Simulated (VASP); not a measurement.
Input of a VASP 6.6.1 run:

POSCAR

```
PbS
1.0
    3.6536590000      0.0000000000      0.0000000000
    0.0000000000      3.6536590000      0.0000000000
    0.0000000000      0.0000000000      3.6536590000
Pb S
1 1
Direct
    0.0000000000      0.0000000000      0.0000000000
    0.5000000000      0.5000000000      0.5000000000
```

INCAR.step1

```
ALGO = Normal ; EDIFF = 1E-5
ENCUT = 520 ; GGA = PE
ISIF = 2 ; ISMEAR = -1
LASPH = True ; LCHARG = False
LREAL = False ; LWAVE = True
NBANDS = 17 ; NELM = 80
PREC = Accurate ; SIGMA = 0.05
```

The input INCAR.step2:

```
AEXX = 0.25 ; ALGO = Normal
EDIFF = 1E-6 ; ENCUT = 520
GGA = PE ; HFSCREEN = 0.3
ISIF = 2 ; ISMEAR = -1
ISTART = 1 ; LASPH = True
LCHARG = False ; LHFCALC = True
LREAL = False ; LWAVE = False
NBANDS = 17 ; NELM = 80
PREC = Accurate ; PRECFOCK = Normal
SIGMA = 0.05
```

KPOINTS

```
k-points
0
Gamma
  4 4 4
```

Potentials or basis: VASP PAW PBE potentials, release 64 (Pb_d, S).

Launch:

```bash
$ cat potpaw_PBE.64/Pb_d/POTCAR potpaw_PBE.64/S/POTCAR > POTCAR
$ cp INCAR.step1 INCAR
$ mpirun -np 1 vasp_std > vasp.out
$ cp INCAR.step2 INCAR
$ mpirun -np 1 vasp_std > vasp.out
```

**Question.** Estimate the pressure.

**Answer.** -2.1 GPa.

**Question.** Estimate the band gap on the k mesh.

**Answer.** Zero (band 10 reaches 5.78 eV, above the bottom of band 11 at 5.61 eV).

Caveat: the k points lie up to 0.43 Å⁻¹ apart; the PAW data sets were made with another functional, which shifts forces and pressure a little; spin-orbit coupling is left out, which moves the levels of the heavy elements.
